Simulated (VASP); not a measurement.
Set up this calculation in VASP 6.6.1, as the native input.

* Task: single point
* Functional: PBE
* Potentials or basis: VASP PAW PBE potentials, release 64 (Gd)
* Cutoff: 520 eV
* k mesh: 8 × 8 × 8
* Occupations: fermi-dirac, width 0.05 eV
* Spin: collinear spin, ferromagnetic start
* Starting moments: [8.8] μB
* Fixed moment: 8.8 μB
* Dipole correction: no
* Further INCAR settings: ALGO = Normal; EDIFF = 1e-07; NBANDS = 19

The structure of Gd lies in POSCAR:

```
Gd
1.0
    0.0000000000      2.5858190855      2.5858190855
    2.5858190855      0.0000000000      2.5858190855
    2.5858190855      2.5858190855      0.0000000000
Gd
1
Direct
    0.0000000000      0.0000000000      0.0000000000
```

These files were run (other wordings do the same):

INCAR

```
PREC     = Accurate       # precision mode
ENCUT    = 520            # plane-wave cutoff, eV
EDIFF    = 1E-7           # SCF threshold, eV
ISMEAR   = -1             # smearing method
SIGMA    = 0.05           # smearing width, eV
LREAL    = False          # projectors in reciprocal space
LASPH    = True           # aspherical terms in the spheres
NELM     = 150            # most SCF steps
ALGO     = Normal         # electronic algorithm
ISIF     = 2              # what is computed and relaxed
LWAVE    = False          # write WAVECAR
LCHARG   = False          # write CHGCAR
ISPIN    = 2              # spin polarisation
MAGMOM   = 8.8            # initial moments
LORBIT   = 11             # projections on sites
NUPDOWN  = 8.8            # fixed moment
LMAXMIX  = 6              # l up to which the mixer works
GGA      = PE             # functional
NBANDS   = 19             # bands
```

KPOINTS

```
regular mesh
0
Gamma
  8 8 8
```

Potentials or basis: VASP PAW PBE potentials, release 64 (Gd).

Launch:

```bash
$ cat potpaw_PBE.64/Gd/POTCAR > POTCAR
$ mpirun -np 1 vasp_std > vasp.out
```

Results of the run:

```json
{
 "Pressure": "1.2 GPa",
 "Net moment": "8.80 μB per cell",
 "Site moments": "Gd +7.37 μB",
 "Valence electrons inside the program's atomic spheres": "Gd 15.17"
}
```

Caveat: the total moment is fixed, so each spin has its own Fermi level.

Run time: 34 s on 1 thread of Intel(R) Xeon(R) 6975P-C (Granite Rapids), with other jobs on the host, peak memory 0.19 GiB.
